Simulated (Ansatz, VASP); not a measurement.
TiO: VASP beside Ansatz

Contents of POSCAR:

```
TiO
1.0
    2.8016567599      0.0000000000      0.0000000000
   -1.4008283799      2.4263059268      0.0000000000
    0.0000000000      0.0000000000      2.8220964119
Ti O
1 1
Direct
    0.6666666667      0.3333333333      0.0000000000
    0.0000000000      0.0000000000      0.5000000000
```

Contents of INCAR.step1:

```
SYSTEM = TiO
PREC = Accurate
ENCUT = 600
ISMEAR = 0
SIGMA = 0.1
LREAL = .FALSE.
LASPH = .TRUE.
NELM = 100
GGA = PE
ALGO = Normal
EDIFF = 1E-4
LWAVE = .TRUE.
LCHARG = .FALSE.
```

File INCAR.step2:

```
SYSTEM = TiO
PREC = Accurate
ENCUT = 600
EDIFF = 1E-6
ISMEAR = 0
SIGMA = 0.1
LREAL = .FALSE.
LASPH = .TRUE.
NELM = 100
ALGO = Normal
ISIF = 3
LWAVE = .FALSE.
LCHARG = .FALSE.
METAGGA = R2SCAN
LMIXTAU = .TRUE.
IBRION = 2
NSW = 100
EDIFFG = -0.005
ISTART = 1
```

The input KPOINTS:

```
regular mesh
0
G
  18 18 14
  0 0 0
```

Input for Ansatz:

```yaml
crystal:
  lattice:
    - [2.8016567583, 0.0, 0.0]
    - [-1.4008283791, 2.4263059254, 0.0]
    - [0.0, 0.0, 2.8220964048]
  atoms:
    - { symbol: Ti, position: [0.6666666667, 0.3333333333, 0.0] }
    - { symbol: O, position: [0.0, 0.0, 0.5] }
basis:
  ecutwfc: 500
kpoints:
  mp_grid: { grid: [18, 18, 14] }
hamiltonian:
  xc: r2scan
scf:
  occupations: { method: gaussian, width: 0.1 }
output:
  forces: true
  stress: true
  eigenvalues: true
  write_density: true
  write_potential: true
  elf: true
  volumetric_format: npy
relax:
  adjacent_minimum: "off"
  f_tol: 0.005
  max_steps: 80
  cell: { stress_tol: 0.05 }
```

Alike in both runs: task relaxation of cell and atoms; functional r2SCAN; k mesh 18 × 18 × 14; occupations gaussian, width 0.1 eV; no spin polarisation.

|  | VASP | Ansatz |
| --- | --- | --- |
| version | VASP 6.6.1 | Ansatz 0.2.0 |
| potentials or method | VASP PAW PBE potentials, release 64 (Ti_sv, O), cutoff 600 eV | scalar-relativistic, plane waves, PAW |
| valence electrons in the cell | 18 | 18 |

VASP gave:

```
gap on the k mesh at the Fermi level, each at its own relaxed structure (eV) : none
relaxed volume (Å³/atom)                                                     : 9.65
relaxed cell length with the largest relative difference (Å)                 : 2.826
```

**Question.** What did Ansatz give for the same quantities?

**Answer.** gap on the k mesh at the Fermi level, each at its own relaxed structure (eV): none; relaxed volume (Å³/atom): 9.59; relaxed cell length with the largest relative difference (Å): 2.819.

VASP's potentials were made for PBE, not for r2SCAN. A gap of «none» marks a metal or a gap that the smearing closes.
